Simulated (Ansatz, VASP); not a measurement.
# O in VASP and in Ansatz

```xyz
2
Lattice="9.0000 0.0000 0.0000 0.0000 9.5000 0.0000 0.0000 0.0000 10.0000" Properties=species:S:1:pos:R:3 pbc="T T T"
O     4.5000    4.7500    4.4001
O     4.5000    4.7500    5.5999
```

Alike in both runs: functional LDA; k mesh 1 × 1 × 1; occupations gaussian, width 0.02 eV; collinear spin.

Ansatz relaxed the structure, and its values are those at the end. VASP's run is a single point on that final structure, the one shown.

|  | VASP | Ansatz |
| --- | --- | --- |
| version | VASP 6.6.1 | Ansatz 0.2.0 |
| potentials or method | VASP PAW LDA potentials, release 64 (O), cutoff 520 eV | plane waves, PAW |
| valence electrons in the cell | 12 | 12 |

```tsv
	VASP	Ansatz	Ansatz less VASP
rms of the force components (eV/Å)	1.036	0.001	-1.0351
net moment per atom (μB)	1.00	1.00	0.000
size of the moment on the site where the two differ most (μB)	0.80	0.55	-0.257
```

LDA's correlation is that of Perdew and Zunger in VASP and of Perdew and Wang (1992) in Ansatz. Site moments also hang on the region over which each program counts them. One of these differences is far larger than is usual between the two programs; its cause wasn't traced. Ansatz's warnings: end state compared, stress scf threshold loose.

Noted on VASP's run: the standard files for N, O and F lose accuracy on very short bonds.
